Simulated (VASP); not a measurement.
# ZnSe (zincblende type) (F-43m) in VASP: notebook, part 2 of 2

VASP 6.6.1. Earlier steps stand in the parts before.

## Step 4: Relaxation of cell and atoms, PBE, target pressure 100 GPa, at which the enthalpy is minimised

This run uses another cell than the first one, of 12.86 Å³/atom.

INCAR reads:

```
ALGO = Normal
EDIFF = 1E-7
EDIFFG = -0.005
ENCUT = 600
GGA = PE
IBRION = 2
ISIF = 3
ISMEAR = -1
LASPH = T
LCHARG = F
LREAL = F
LWAVE = F
NELM = 60
NSW = 60
PREC = Accurate
PSTRESS = 1000.0
SIGMA = 0.1
```

KPOINTS reads:

```
k-points
0
Gamma
  14 14 14
```

POSCAR reads:

```
ZnSe
1.0
    0.0000000000      2.3425846289      2.3425846289
    2.3425846289      0.0000000000      2.3425846289
    2.3425846289      2.3425846289      0.0000000000
Zn Se
1 1
Direct
    0.0000000000      0.0000000000      0.0000000000
    0.2500000000      0.2500000000      0.2500000000
```

Potentials or basis: VASP PAW PBE potentials, release 64 (Zn, Se).

Command:

```bash
$ cat potpaw_PBE.64/Zn/POTCAR potpaw_PBE.64/Se/POTCAR > POTCAR
$ mpirun -np 1 vasp_std > vasp.out
```

OUTCAR:

```text
EDIFF = 1E-7
   EDIFFG = -0.005
   ENCUT = 600
   GGA = PE
   IBRION = 2
   ISIF = 3
   ISMEAR = -1
   LASPH = T
   LREAL = F
   NELM = 60
   NSW = 60
   PREC = Accurate
   PSTRESS = 1000.0

 ion  position               nearest neighbor table
   1  0.000  0.000  0.000-   2 2.03   2 2.03   2 2.03   2 2.03
   2  0.250  0.250  0.250-   1 2.03   1 2.03   1 2.03   1 2.03

  LATTYP: Found a face centered cubic cell.
 ALAT       =     4.6851692578

  Lattice vectors:

 A1 = (   0.0000000000,   2.3425846289,   2.3425846289)
 A2 = (   2.3425846289,   0.0000000000,   2.3425846289)
 A3 = (   2.3425846289,   2.3425846289,   0.0000000000)

Analysis of symmetry for initial positions (statically):
=====================================================================
 Subroutine PRICEL returns:
 Original cell was already a primitive cell.

 Routine SETGRP: Setting up the symmetry group for a
 face centered cubic supercell.

 Subroutine GETGRP returns: Found 24 space group operations
 (whereof 24 operations were pure point group operations)
 out of a pool of 48 trial point group operations.

The static configuration has the point symmetry T_d .

Analysis of symmetry for dynamics (positions and initial velocities):
=====================================================================
 Subroutine PRICEL returns:
 Original cell was already a primitive cell.

 Routine SETGRP: Setting up the symmetry group for a
 face centered cubic supercell.

 Subroutine GETGRP returns: Found 24 space group operations
 (whereof 24 operations were pure point group operations)
 out of a pool of 48 trial point group operations.

The dynamic configuration has the point symmetry T_d .

 Subroutine INISYM returns: Found 24 space group operations
 (whereof 24 operations are pure point group operations),
 and found     1 'primitive' translations

----------------------------------------------------------------------------------------

                                     Primitive cell
[... 134 lines left out ...]
  ---------------------------------------------------
  ext. energy  EPLUGINS =         0.00000000
  ---------------------------------------------------
  free energy    TOTEN  =        -0.77227693 eV

  energy without entropy =       -0.77223303  energy(sigma->0) =       -0.77225498

------------------------ aborting loop because EDIFF is reached ----------------------------------------

  FORCE on cell =-STRESS in cart. coord.  units (eV):
  Direction    XX          YY          ZZ          XY          YZ          ZX
  --------------------------------------------------------------------------------------
  -------------------------------------------------------------------------------------
  Total       21.9659881     21.9659881     21.9659881      0.0000000     -0.0000000      0.0000000
  in kB     1368.8172284   1368.8172284   1368.8172284      0.0000000     -0.0000000      0.0000000
  external PRESSURE =     368.8172284 kB  Pullay stress =    1000.0000000 kB
[... 25 lines left out ...]
--------------------------------------- Ionic step        2  -------------------------------------------

 number of electron      18.0000016 magnetization

 E-fermi :   4.4046     XC(G=0): -10.1254

 val. band max:        3.2414380082   @ k =   0.0000   0.0000   0.0000
 cond. band min:       5.2672553934   @ k =   0.0000   0.0000   0.0000
 fundamental gap:      2.0258173852
 Fermi energy:         4.4046352708

 k-point     1 :       0.0000    0.0000    0.0000
  band No.  band energies     occupation
      1     -11.2786      2.00000
      2      -4.0888      2.00000
      3      -4.0888      2.00000
      4      -4.0888      2.00000
      5      -3.5447      2.00000
      6      -3.5447      2.00000
      7       3.2414      1.99998
      8       3.2414      1.99998
      9       3.2414      1.99998
     10       5.2673      0.00036
     11       8.9303      0.00000
     12       8.9303      0.00000
     13       8.9303      0.00000
[... 439 lines left out ...]
  energy  without entropy=       -2.5259631941  energy(sigma->0) =       -2.52596783

  enthalpy is  TOTEN    =        15.0541664660 eV   P V=       17.5801389373

[... ionic steps 4 to 14 ...]

--------------------------------------- Ionic step       15  -------------------------------------------

 number of electron      18.0000013 magnetization

------------------------ aborting loop because EDIFF is reached ----------------------------------------
[... 71 lines left out ...]
--------------------------------------- Ionic step       17  -------------------------------------------

 number of electron      18.0000013 magnetization

 Free energy of the ion-electron system (eV)
  ---------------------------------------------------
  ext. energy  EPLUGINS =         0.00000000
  ---------------------------------------------------
  free energy    TOTEN  =        -2.30424618 eV

  energy without entropy =       -2.30423464  energy(sigma->0) =       -2.30424041

 E-fermi :   8.0769     XC(G=0): -11.7703

 val. band max:        7.3563660306   @ k =   0.0000   0.0000   0.0000
 cond. band min:       8.7538269116   @ k =   0.5000   0.5000   0.0000
 fundamental gap:      1.3974608809
 Fermi energy:         8.0768719258

 k-point     1 :       0.0000    0.0000    0.0000
  band No.  band energies     occupation
      1     -10.5391      2.00000
      2      -2.4481      2.00000
      3      -2.4481      2.00000
      4      -2.4481      2.00000
      5      -1.4926      2.00000
      6      -1.4926      2.00000
      7       7.3564      1.99852
      8       7.3564      1.99852
      9       7.3564      1.99852
     10      10.9221      0.00000
     11      12.5033      0.00000
     12      12.5033      0.00000
     13      12.5033      0.00000
[... 401 lines left out ...]
  energy  without entropy=       -2.3042346429  energy(sigma->0) =       -2.30424041

  enthalpy is  TOTEN    =        15.0480328338 eV   P V=       17.3522790094

 reached required accuracy - stopping structural energy minimisation
```

OSZICAR:

```text
N       E                     dE             d eps       ncg     rms          rms(c)
DAV:   1     0.105817907414E+03    0.10582E+03   -0.10554E+04  2704   0.212E+03
DAV:   2     0.447871962408E+01   -0.10134E+03   -0.96745E+02  2819   0.335E+02
[... 119 lines left out ...]
  16 F= 0.15048035E+02 E0= 0.15048041E+02  d E =-.911132E-05
       N       E                     dE             d eps       ncg     rms          rms(c)
DAV:   1    -0.230426530381E+01   -0.53629E-02   -0.19867E-04  3294   0.408E-01    0.303E-02
DAV:   2    -0.230424964836E+01    0.15655E-04   -0.51525E-05  3224   0.294E-01    0.134E-02
DAV:   3    -0.230424721240E+01    0.24360E-05   -0.17896E-06  3253   0.295E-02    0.676E-03
DAV:   4    -0.230424617281E+01    0.10396E-05   -0.83291E-07  3209   0.129E-02    0.209E-03
DAV:   5    -0.230424617554E+01   -0.27280E-08   -0.35433E-08  1352   0.306E-03
  17 F= 0.15048033E+02 E0= 0.15048039E+02  d E =-.114504E-04
```

CONTCAR:

```text
ZnSe
   1.00000000000000
    -0.0000000000000000    2.4044312823049903    2.4044312823049903
     2.4044312823049903    0.0000000000000000    2.4044312823049903
     2.4044312823049903    2.4044312823049903    0.0000000000000000
  Zn              Se
     1     1
Direct
     0.0000000000000000    0.0000000000000000    0.0000000000000000
     0.2500000000000000    0.2500000000000000    0.2500000000000000

  0.00000000E+00  0.00000000E+00  0.00000000E+00
  0.00000000E+00  0.00000000E+00  0.00000000E+00
```

Wall time 4.3 min (1 thread of AMD EPYC 7R13 (Zen 3), shared host); peak memory 0.17 GiB.

What came out:

```yaml
Free_energy: -2.3042 eV
Relaxed_volume: 13.90 Å³/atom
Relaxed_cell: a = 3.400 Å, b = 3.400 Å, c = 3.400 Å, α = 60.00°, β = 60.00°, γ = 60.00°
Space_group_after_relaxing_to_0.1_Å: F-43m (No. 216)
Energy_change_on_relaxing_the_run_minimises_the_enthalpy: -766.0 meV/atom
Ionic_steps: 17
Pressure_after_relaxing: 100.0 GPa
Band_gap_on_the_k_mesh: 1.40 eV (least direct gap 3.57 eV)
```

Step by step:
| step | energy change (eV) | largest force (eV/Å) | pressure (GPa) | volume (Å³) |
| --- | --- | --- | --- | --- |
| 1 | 0.0000 | 0.0000 | 136.88 | 25.71 |
| 2 | -4.8240 | 0.0000 | 18.88 | 38.37 |
| 3 | -1.7537 | 0.0000 | 94.72 | 28.17 |
| 4 | -1.5466 | 0.0000 | 99.64 | 27.82 |
| 5 | -1.5195 | 0.0000 | 100.29 | 27.78 |
| 6 | -1.5200 | 0.0000 | 100.28 | 27.78 |
| 7 | -1.5213 | 0.0000 | 100.25 | 27.78 |
| 8 | -1.5213 | 0.0000 | 100.25 | 27.78 |
| 9 | -1.5213 | 0.0000 | 100.25 | 27.78 |
| 10 | -1.5214 | 0.0000 | 100.25 | 27.78 |
| 11 | -1.5214 | 0.0000 | 100.24 | 27.78 |
| 12 | -1.5216 | 0.0000 | 100.24 | 27.78 |
| 13 | -1.5219 | 0.0000 | 100.22 | 27.79 |
| 14 | -1.5226 | 0.0000 | 100.21 | 27.79 |
| 15 | -1.5240 | 0.0000 | 100.18 | 27.79 |
| 16 | -1.5266 | 0.0000 | 100.12 | 27.79 |
| 17 | -1.5320 | 0.0000 | 99.98 | 27.80 |

Final structure:
```
Zn Se
1.0
     0.00000    2.40443    2.40443
     2.40443    0.00000    2.40443
     2.40443    2.40443    0.00000
Zn Se
1 1
Direct
  0.00000 0.00000 0.00000
  0.25000 0.25000 0.25000
```

Caveat: the cell is relaxed towards a set pressure, so the run minimises the enthalpy, not the energy.

## Step 5: Relaxation of cell and atoms, PBE, target pressure 100 GPa, at which the enthalpy is minimised

INCAR reads:

```
SYSTEM = ZnSe
PREC     = Accurate       ! precision mode
ENCUT    = 600            ! plane-wave cutoff, eV
EDIFF    = 1E-6           ! SCF threshold, eV
ISMEAR   = -1             ! smearing method
SIGMA    = 0.1            ! smearing width, eV
LREAL    = .FALSE.        ! projectors in reciprocal space
LASPH    = .TRUE.         ! aspherical terms in the spheres
NELM     = 60             ! most SCF steps
ALGO     = Normal         ! electronic algorithm
ISIF     = 3              ! what is computed and relaxed
LWAVE    = .FALSE.        ! write WAVECAR
LCHARG   = .FALSE.        ! write CHGCAR
GGA      = PE             ! functional
IBRION   = 2              ! ionic algorithm
NSW      = 32             ! ionic steps
EDIFFG   = -0.005         ! ionic threshold
PSTRESS  = 1000.0
```

KPOINTS reads:

```
regular mesh
0
G
  14 14 14
  0 0 0
```

POSCAR reads:

```
ZnSe
1.0
    0.0000000000      2.4014388398      2.4014388398
    2.4014388398      0.0000000000      2.4014388398
    2.4014388398      2.4014388398      0.0000000000
Zn Se
1 1
Direct
    0.0000000000      0.0000000000      0.0000000000
    0.2500000000      0.2500000000      0.2500000000
```

Command:

```bash
$ cat potpaw_PBE.64/Zn/POTCAR potpaw_PBE.64/Se/POTCAR > POTCAR
$ mpirun -np 1 vasp_std > vasp.out
```

Run time: 76 s. Hardware: 1 thread of AMD EPYC 7R13 (Zen 3), shared host; peak memory 0.17 GiB.

The run converged. Its results:

| Item | Value |
| --- | --- |
| Free energy | -2.3038 eV |
| Relaxed volume | 13.90 Å³/atom |
| Relaxed cell | a = 3.400 Å, b = 3.400 Å, c = 3.400 Å, α = 60.00°, β = 60.00°, γ = 60.00° |
| Space group after relaxing (to 0.1 Å) | F-43m (No. 216) |
| Energy change on relaxing (the run minimises the enthalpy) | -32.1 meV/atom |
| Ionic steps | 3 |
| Pressure after relaxing | 100.0 GPa |
| Band gap on the k mesh | 1.40 eV (least direct gap 3.57 eV) |

Step by step:
| step | energy change (eV) | largest force (eV/Å) | pressure (GPa) | volume (Å³) |
| --- | --- | --- | --- | --- |
| 1 | 0.0000 | 0.0000 | 101.55 | 27.70 |
| 2 | -0.3283 | 0.0000 | 93.71 | 28.24 |
| 3 | -0.0641 | 0.0000 | 100.03 | 27.80 |

Final structure:
```
Zn Se
1.0
     0.00000    2.40438    2.40438
     2.40438    0.00000    2.40438
     2.40438    2.40438    0.00000
Zn Se
1 1
Direct
  0.00000 0.00000 0.00000
  0.25000 0.25000 0.25000
```

Levels at points of the mesh, in eV from the valence-band top:
```tsv
k point	band 6	band 7	band 8	band 9	band 10	band 11	band 12	band 13
(0.00, 0.00, 0.00)	-8.85	0.00	0.00	0.00	3.57	5.15	5.15	5.15
(0.50, 0.00, 0.00)	-8.79	-8.37	-1.90	-1.90	3.29	5.76	5.76	8.81
(0.50, 0.50, 0.00)	-8.49	-7.42	-4.66	-4.66	1.40	2.55	14.93	14.93
```

Caveat: the cell is relaxed towards a set pressure, so the run minimises the enthalpy, not the energy. A k mesh can miss the band edges.

## Step 6: Summary

| task | cell | cutoff (eV) | gap on the mesh (eV) | pressure (GPa) |
| --- | --- | --- | --- | --- |
| single point | a = 3.396 Å, angles 60.0°, 2 atoms | 520 | 1.38 | 101.5 |
| relaxation of cell and atoms | relaxed to 100 GPa from a = 3.313 Å, angles 60.0°, 2 atoms | 600 | 1.40 | 100.0 |
| relaxation of cell and atoms | relaxed to 100 GPa from a = 3.396 Å, angles 60.0°, 2 atoms | 600 | 1.40 | 100.0 |

Alike in all rows: level PBE; potentials or basis VASP PAW PBE potentials, release 64 (Zn, Se); no spin polarisation; k mesh 14 × 14 × 14; smearing fermi-dirac 0.1 eV.

Caveats: the cell is relaxed towards a set pressure, so the run minimises the enthalpy, not the energy (at least some runs); the cell stands under pressure (at least some runs).

Absolute energies hang on the potentials; compare differences alone.
